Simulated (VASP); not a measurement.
# Cd2SnO3 (Cmmm) in VASP: further runs

Runs on Cd2SnO3. Level: PBE. Tasks: single point, relaxation of cell and atoms.

Everything below comes from runs of VASP 6.6.1. Logs are shortened: lines on timing, memory, paths and dates and some standing lists are left out, and cuts for length are marked.

## 1. The cell of the first run

Symmetry: Cmmm, No. 65, orthorhombic system. Conventional cell: a = 4.909 Å, b = 10.715 Å, c = 3.663 Å, α = 90.00°, β = 90.00°, γ = 90.00°. Cd (site symmetry m2m) has 5 O at 2.20 to 2.45 Å within 2.9 Å. Sn (site symmetry mmm) has 6 O at 2.41 to 2.45 Å within 3.2 Å. Within 2.9 Å of O (site symmetry m2m) lie 3 Cd at 2.20 to 2.45 Å and 2 Sn at 2.41 Å. Within 3.2 Å of O (site symmetry mmm) lie 4 Cd at 2.43 Å and 2 Sn at 2.45 Å.

The cell was generated, and may not be a known phase.

## 2. Single point, PBE

INCAR reads:

```
PREC = Accurate
ENCUT = 520
EDIFF = 1E-7
ISMEAR = 0
SIGMA = 0.1
LREAL = False
LASPH = True
NELM = 80
ALGO = Normal
ISIF = 2
LWAVE = False
LCHARG = False
GGA = PE
NBANDS = 37
```

KPOINTS reads:

```
Automatic mesh
0
Gamma
  4 4 4
```

POSCAR reads:

```
Cd2SnO3
1.0
    2.4545468769     -5.3573615941      0.0000000000
    2.4545468769      5.3573615941      0.0000000000
    0.0000000000      0.0000000000      3.6626051854
Cd Sn O
2 1 3
Direct
    0.6487232944      0.3512767056      0.5000000000
    0.3512767056      0.6487232944      0.5000000000
    0.0000000000      0.0000000000      0.0000000000
    0.1460030797      0.8539969203      0.5000000000
    0.8539969203      0.1460030797      0.5000000000
    0.5000000000      0.5000000000      0.0000000000
```

Potentials or basis: VASP PAW PBE potentials, release 64 (Cd, Sn_d, O).

Launch:

```console
$ cat potpaw_PBE.64/Cd/POTCAR potpaw_PBE.64/Sn_d/POTCAR potpaw_PBE.64/O/POTCAR > POTCAR
$ mpirun -np 1 vasp_std > vasp.out
```

OUTCAR:

```text
PREC = Accurate
   ENCUT = 520
   EDIFF = 1E-7
   ISMEAR = 0
   LREAL = False
   LASPH = True
   NELM = 80
   ISIF = 2
   GGA = PE

 ion  position               nearest neighbor table
   1  0.649  0.351  0.500-   5 2.20   6 2.43   6 2.43   4 2.45   4 2.45   2 3.19   2 3.28   2 3.28
                             3 3.45   3 3.45   3 3.45   3 3.45
   2  0.351  0.649  0.500-   4 2.20   6 2.43   6 2.43   5 2.45   5 2.45   1 3.19   1 3.28   1 3.28
                             3 3.45   3 3.45   3 3.45   3 3.45
   3  0.000  0.000  0.000-   4 2.41   5 2.41   4 2.41   5 2.41   6 2.45   6 2.45   2 3.45   2 3.45
                             1 3.45   1 3.45   1 3.45   2 3.45   2 3.45   1 3.45
   4  0.146  0.854  0.500-   2 2.20   3 2.41   3 2.41   1 2.45   1 2.45
   5  0.854  0.146  0.500-   1 2.20   3 2.41   3 2.41   2 2.45   2 2.45
   6  0.500  0.500  0.000-   1 2.43   2 2.43   1 2.43   2 2.43   3 2.45   3 2.45

  LATTYP: Found a base centered orthorhombic cell.
 ALAT       =     4.9090937538
 B/A-ratio  =     2.1826275328
 C/A-ratio  =     0.7460858091

  Lattice vectors:

 A1 = (   2.4545468769,  -5.3573615941,   0.0000000000)
 A2 = (   2.4545468769,   5.3573615941,   0.0000000000)
 A3 = (   0.0000000000,   0.0000000000,   3.6626051854)

Analysis of symmetry for initial positions (statically):
=====================================================================
 Subroutine PRICEL returns:
 Original cell was already a primitive cell.

 Routine SETGRP: Setting up the symmetry group for a
 base centered orthorhombic supercell.

 Subroutine GETGRP returns: Found  8 space group operations
 (whereof  8 operations were pure point group operations)
 out of a pool of  8 trial point group operations.

The static configuration has the point symmetry D_2h.

Analysis of symmetry for dynamics (positions and initial velocities):
=====================================================================
 Subroutine PRICEL returns:
 Original cell was already a primitive cell.

 Routine SETGRP: Setting up the symmetry group for a
 base centered orthorhombic supercell.

 Subroutine GETGRP returns: Found  8 space group operations
 (whereof  8 operations were pure point group operations)
 out of a pool of  8 trial point group operations.

The dynamic configuration has the point symmetry D_2h.

 Subroutine INISYM returns: Found  8 space group operations
 (whereof  8 operations are pure point group operations),
 and found     1 'primitive' translations

----------------------------------------------------------------------------------------

                                     Primitive cell

  volume of cell :      96.3257

  direct lattice vectors                    reciprocal lattice vectors
     2.454546877 -5.357361594  0.000000000     0.203703586 -0.093329523  0.000000000
     2.454546877  5.357361594  0.000000000     0.203703586  0.093329523  0.000000000
     0.000000000  0.000000000  3.662605185     0.000000000  0.000000000  0.273029701

  length of vectors
     5.892887545  5.892887545  3.662605185     0.224065951  0.224065951  0.273029701

  position of ions in fractional coordinates (direct lattice)
     0.648723294  0.351276706  0.500000000
     0.351276706  0.648723294  0.500000000
     0.000000000  0.000000000  0.000000000
     0.146003080  0.853996920  0.500000000
     0.853996920  0.146003080  0.500000000
     0.500000000  0.500000000  0.000000000

  ion indices of the primitive-cell ions
   primitive index   ion index
                 1           1
                 2           2
                 3           3
                 4           4
                 5           5
                 6           6

----------------------------------------------------------------------------------------

 KPOINTS: Automatic mesh

Automatic generation of k-mesh.
 Grid dimensions read from file:
 generate k-points for:    4    4    4

 Generating k-lattice:

  Cartesian coordinates                     Fractional coordinates (reciprocal lattice)
     0.050925896 -0.023332381  0.000000000     0.250000000 -0.000000000  0.000000000
     0.050925896  0.023332381  0.000000000    -0.000000000  0.250000000  0.000000000
     0.000000000  0.000000000  0.068257425     0.000000000  0.000000000  0.250000000

  Length of vectors
     0.056016488  0.056016488  0.068257425

  Shift w.r.t. Gamma in fractional coordinates (k-lattice)
     0.000000000  0.000000000  0.000000000

 Subroutine IBZKPT returns following result:
 ===========================================

 Found     21 irreducible k-points:

 Following reciprocal coordinates:
            Coordinates               Weight
  0.000000  0.000000  0.000000      1.000000
  0.250000  0.000000  0.000000      4.000000
  0.500000  0.000000  0.000000      2.000000
  0.250000  0.250000  0.000000      2.000000
  0.500000  0.250000  0.000000      4.000000
 -0.250000  0.250000  0.000000      2.000000
[... 13 lines left out ...]
 -0.250000  0.250000  0.500000      2.000000
  0.500000  0.500000  0.500000      1.000000
   k-points           NKPTS =     21   k-points in BZ     NKDIM =     21   number of bands    NBANDS=     37
   number of dos      NEDOS =    301   number of ions     NIONS =      6
   total plane-waves  NPLWV =  64512
   dimension x,y,z NGX =    48 NGY =   48 NGZ =   28
   dimension x,y,z NGXF=    96 NGYF=   96 NGZF=   56
   ions per type =               2   1   3
   NGX,Y,Z   is equivalent  to a cutoff of  13.54, 13.54, 12.71 a.u.
   NGXF,Y,Z  is equivalent  to a cutoff of  27.08, 27.08, 25.42 a.u.
 SYSTEM =  unknown system
   PREC   = accura    normal or accurate (medium, high low for compatibility)
   ISTART =      0    job   : 0-new  1-cont  2-samecut
   ICHARG =      2    charge: 1-file 2-atom 10-const
   ISPIN  =      1    spin polarized calculation?
   LNONCOLLINEAR =      F non collinear calculations
   LSORBIT =      F    spin-orbit coupling
   LASPH  =      T    aspherical Exc in radial PAW
   ENCUT  =  520.0 eV  38.22 Ry    6.18 a.u.  10.96 10.96  6.81*2*pi/ulx,y,z
   NELM   =     80;   NELMIN=  2; NELMDL= -5     # of ELM steps
   EDIFF  = 0.1E-06   stopping-criterion for ELM
   LREAL  =      F    real-space projection
   EDIFFG = 0.1E-05   stopping-criterion for IOM
   NSW    =      0    number of steps for IOM
   IBRION =     -1    ionic relax: 0-MD 1-quasi-New 2-CG
   NFREE  =      0    steps in history (QN), initial steepest desc. (CG)
   ISIF   =      2    stress and relaxation
   ISYM   =      2    0-nonsym 1-usesym 2-fastsym
   POTIM  = 0.5000    time-step for ionic-motion
   TEBEG  =    0.0;   TEEND  =   0.0 temperature during run
   PSTRESS=    0.0 pullay stress
   NELECT =      56.0000    total number of electrons
   NUPDOWN=      -1.0000    fix difference up-down
   EMIN   =  10.00;   EMAX   =-10.00  energy-range for DOS
   EFERMI =   0.00;   METHOD = LEGACY
   ISMEAR =     0;   SIGMA  =   0.10  broadening in eV -4-tet -1-fermi 0-gaus
   EFERMI_NEDOS =   21; number of points for ismear=-14 and -15
   IALGO  =     38    algorithm
   IMIX   =      4    mixing-type and parameters
     AMIX     =   0.40;   BMIX     =  1.00
     AMIX_MAG =   1.60;   BMIX_MAG =  1.00
  volume/ion in A,a.u.               =      16.05       108.34
  Fermi-wavevector in a.u.,A,eV,Ry     =   1.366333  2.581996 25.400270  1.866867
  Thomas-Fermi vector in A             =   2.492483
   LORBIT       =      0    0 simple, 1 ext, 2 COOP (PROOUT), +10 PAW based schemes
   GGA     = PE    functional components
   LHFCALC =     F    Hartree Fock is set to
   AEXX    =    0.0000 exact exchange contribution
   IVDW    =     0    specifies the selected vdW correction
   LEPSILON=     F    determine dielectric tensor
   LRPA    =     F    only Hartree local field effects (RPA)
 non-spin polarized calculation
 Gauss-broadening in eV      SIGMA  =   0.10
  energy-cutoff  :      520.00
  volume of cell :       96.33
 maximum number of plane-waves:      2612
 NGX is ok and might be reduce to    48

 number of electron      55.9999997 magnetization

 Free energy of the ion-electron system (eV)
  ---------------------------------------------------
  ext. energy  EPLUGINS =         0.00000000
  ---------------------------------------------------
  free energy    TOTEN  =       -25.53779719 eV

  energy without entropy =      -25.52757100  energy(sigma->0) =      -25.53268410

 E-fermi :   4.7316     XC(G=0): -10.5286

 val. band max:        4.7083104230   @ k =   0.5000   0.0000   0.2500
 cond. band min:       4.7676994382   @ k =   0.5000   0.5000   0.0000
 fundamental gap:      0.0593890152
 Fermi energy:         4.7316063018

 k-point     1 :       0.0000    0.0000    0.0000
  band No.  band energies     occupation
      1     -17.2693      2.00000
      2     -17.1307      2.00000
      3     -17.1235      2.00000
      4     -17.1060      2.00000
      5     -17.0843      2.00000
      6     -14.5041      2.00000
[... 29 lines left out ...]
     36      13.3400      0.00000
     37      13.8470      0.00000

 k-point     2 :       0.2500    0.0000    0.0000
  band No.  band energies     occupation
      1     -17.2339      2.00000
      2     -17.1318      2.00000
      3     -17.1212      2.00000
      4     -17.1068      2.00000
      5     -17.0844      2.00000
      6     -14.3943      2.00000
[... 29 lines left out ...]
     36      12.8635      0.00000
     37      13.3891      0.00000

 k-point     3 :       0.5000    0.0000    0.0000
  band No.  band energies     occupation
      1     -17.1995      2.00000
      2     -17.1329      2.00000
      3     -17.1168      2.00000
      4     -17.1076      2.00000
      5     -17.0845      2.00000
      6     -14.2229      2.00000
[... 29 lines left out ...]
     36      12.4326      0.00000
     37      12.5525      0.00000

 k-point     4 :       0.2500    0.2500    0.0000
  band No.  band energies     occupation
      1     -17.1995      2.00000
      2     -17.1329      2.00000
      3     -17.1168      2.00000
      4     -17.1076      2.00000
      5     -17.0845      2.00000
      6     -14.2253      2.00000
[... 29 lines left out ...]
     36      12.1722      0.00000
     37      12.4445      0.00000
[... 563 lines left out ...]
      1     -17.2479      2.00000
      2     -17.1674      2.00000
      3     -17.1307      2.00000
      4     -17.1281      2.00000
      5     -17.0631      2.00000
      6     -14.0688      2.00000
[... 29 lines left out ...]
     36      11.2845      0.00000
     37      12.5294      0.00000

 k-point    20 :      -0.2500    0.2500    0.5000
  band No.  band energies     occupation
      1     -17.2481      2.00000
      2     -17.2080      2.00000
      3     -17.1294      2.00000
      4     -17.1273      2.00000
      5     -17.0646      2.00000
      6     -14.0095      2.00000
[... 29 lines left out ...]
     36      11.1023      0.00000
     37      11.8202      0.00000

 k-point    21 :       0.5000    0.5000    0.5000
  band No.  band energies     occupation
      1     -17.2504      2.00000
      2     -17.2079      2.00000
      3     -17.1294      2.00000
      4     -17.1272      2.00000
      5     -17.0645      2.00000
      6     -14.0099      2.00000
[... 29 lines left out ...]
     36      10.8587      0.00000
     37      13.2675      0.00000

------------------------ aborting loop because EDIFF is reached ----------------------------------------

  FORCE on cell =-STRESS in cart. coord.  units (eV):
  Direction    XX          YY          ZZ          XY          YZ          ZX
  --------------------------------------------------------------------------------------
  -------------------------------------------------------------------------------------
  Total        0.2560794      0.7658812      0.0881831      0.0000000      0.0000000      0.0000000
  in kB        4.2593447     12.7388315      1.4667410      0.0000000      0.0000000      0.0000000
  external PRESSURE =       6.1549724 kB  Pullay stress =       0.0000000 kB

 VOLUME and BASIS-vectors are now :
 -----------------------------------------------------------------------------
  energy-cutoff  :      520.00
  volume of cell :       96.33
      direct lattice vectors                 reciprocal lattice vectors
     2.454546877 -5.357361594  0.000000000     0.203703586 -0.093329523  0.000000000
     2.454546877  5.357361594  0.000000000     0.203703586  0.093329523  0.000000000
     0.000000000  0.000000000  3.662605185     0.000000000  0.000000000  0.273029701

 POSITION                                       TOTAL-FORCE (eV/Angst)
 -----------------------------------------------------------------------------------
      2.45455     -1.59353      1.83130        -0.000000      0.062911      0.000000
      2.45455      1.59353      1.83130        -0.000000     -0.062911      0.000000
      0.00000      0.00000      0.00000         0.000000     -0.000000      0.000000
      2.45455      3.79298      1.83130        -0.000000      0.090425     -0.000000
      2.45455     -3.79298      1.83130        -0.000000     -0.090425      0.000000
      2.45455      0.00000      0.00000        -0.000000     -0.000000      0.000000
 -----------------------------------------------------------------------------------
    total drift:                                0.000000     -0.000000     -0.000000

  FREE ENERGIE OF THE ION-ELECTRON SYSTEM (eV)
  ---------------------------------------------------
  free  energy   TOTEN  =       -25.5377971923 eV

  energy  without entropy=      -25.5275710016  energy(sigma->0) =      -25.53268410
```

Wall time 2.3 min (1 thread of Oxide Virtual Turin-like, shared host); peak memory 0.24 GiB.

What came out:

| Property | Result |
| --- | --- |
| Free energy | -25.5378 eV |
| Pressure | 0.6 GPa |
| Largest force | 0.090 eV/Å |
| Band gap on the k mesh | zero (bands 28 and 29 overlap by 0.86 eV) |

Forces in eV/Å, atoms in the order of the input:
```
Cd   0.000  0.063  0.000
Cd   0.000 -0.063  0.000
Sn   0.000  0.000  0.000
O    0.000  0.090  0.000
O    0.000 -0.090  0.000
O    0.000  0.000  0.000
```

Stress tensor (GPa, compression positive):
```
0.43 0.00 0.00
0.00 1.27 0.00
0.00 0.00 0.15
```

Caveat: the k points lie up to 0.43 Å⁻¹ apart, too coarse for converged energies and pressures of a metal; spin-orbit coupling is left out, which moves the levels of the heavy elements.

## 3. Single point, PBE

This run uses another cell than the first one, of the same volume but with other edges.

INCAR reads:

```
ALGO     = Normal         # electronic algorithm
EDIFF    = 1E-6           # SCF threshold, eV
ENCUT    = 520            # plane-wave cutoff, eV
GGA      = PE             # functional
ISIF     = 2              # what is computed and relaxed
ISMEAR   = 0              # smearing method
LASPH    = T              # aspherical terms in the spheres
LCHARG   = T              # write CHGCAR
LELF     = T              # ELF
LREAL    = F              # projectors in reciprocal space
LVHAR    = T            
LWAVE    = F              # write WAVECAR
NBANDS   = 37             # bands
NELM     = 60             # most SCF steps
PREC     = Accurate       # precision mode
SIGMA    = 0.1            # smearing width, eV
```

KPOINTS reads:

```
k-points
0
Gamma
  4 4 4
```

POSCAR reads:

```
Cd2SnO3
1.0
    2.4375373900     -5.1570485600      0.0000000000
    2.4375373900      5.1570485600      0.0000000000
    0.0000000000      0.0000000000      3.8386894700
Cd Sn O
2 1 3
Direct
    0.6549724500      0.3450275500      0.5000000000
    0.3450275500      0.6549724500      0.5000000000
    0.0000000000      0.0000000000      0.0000000000
    0.1453886600      0.8546113400      0.5000000000
    0.8546113400      0.1453886600      0.5000000000
    0.5000000000      0.5000000000      0.0000000000
```

Potentials or basis: VASP PAW PBE potentials, release 64 (Cd, Sn_d, O).

Launch:

```console
$ cat potpaw_PBE.64/Cd/POTCAR potpaw_PBE.64/Sn_d/POTCAR potpaw_PBE.64/O/POTCAR > POTCAR
$ mpirun -np 1 vasp_std > vasp.out
```

Wall time 1.9 min (1 thread of Oxide Virtual Turin-like, shared host); peak memory 0.22 GiB.

The run converged. Its results:

| Property | Result |
| --- | --- |
| Free energy | -25.2686 eV |
| Pressure | 3.4 GPa |
| Largest force | 1.832 eV/Å |
| Band gap on the k mesh | zero (bands 28 and 29 overlap by 0.93 eV) |

Forces in eV/Å, atoms in the order of the input:
```
Cd   0.000  1.832  0.000
Cd   0.000 -1.832  0.000
Sn   0.000  0.000  0.000
O    0.000  1.190  0.000
O    0.000 -1.190  0.000
O    0.000  0.000  0.000
```

Stress tensor (GPa, compression positive):
```
 2.09  0.00  0.00
 0.00 10.53  0.00
 0.00  0.00 -2.43
```

Levels at points of the mesh, in eV from the Fermi level:
| k point | band 25 | band 26 | band 27 | band 28 | band 29 | band 30 | band 31 | band 32 |
| --- | --- | --- | --- | --- | --- | --- | --- | --- |
| (0.00, 0.00, 0.00) | -3.44 | -3.27 | -3.01 | -2.96 | -0.13 | 2.49 | 3.36 | 4.22 |
| (0.50, 0.00, 0.00) | -3.25 | -3.04 | -2.57 | -0.71 | 0.37 | 1.00 | 3.01 | 4.14 |
| (0.50, 0.50, 0.00) | -3.63 | -3.63 | -3.49 | -2.08 | -0.26 | 0.21 | 4.33 | 4.74 |
| (0.00, 0.00, 0.50) | -3.89 | -3.77 | -3.44 | -0.93 | 0.91 | 1.93 | 2.74 | 4.48 |
| (0.50, 0.00, 0.50) | -3.41 | -3.31 | -2.33 | 0.51 | 0.95 | 2.09 | 3.27 | 3.46 |
| (0.50, 0.50, 0.50) | -4.29 | -3.56 | -3.30 | -0.78 | 1.32 | 2.70 | 2.88 | 4.52 |

Caveat: the k points lie up to 0.41 Å⁻¹ apart, too coarse for converged energies and pressures of a metal; spin-orbit coupling is left out, which moves the levels of the heavy elements; forces of over 1 eV/Å act on the atoms, so gaps and moduli don't describe the material at rest.

[end of part 1 of 2]

The gap in the log of VASP goes by the Fermi energy; the results here count the filled bands.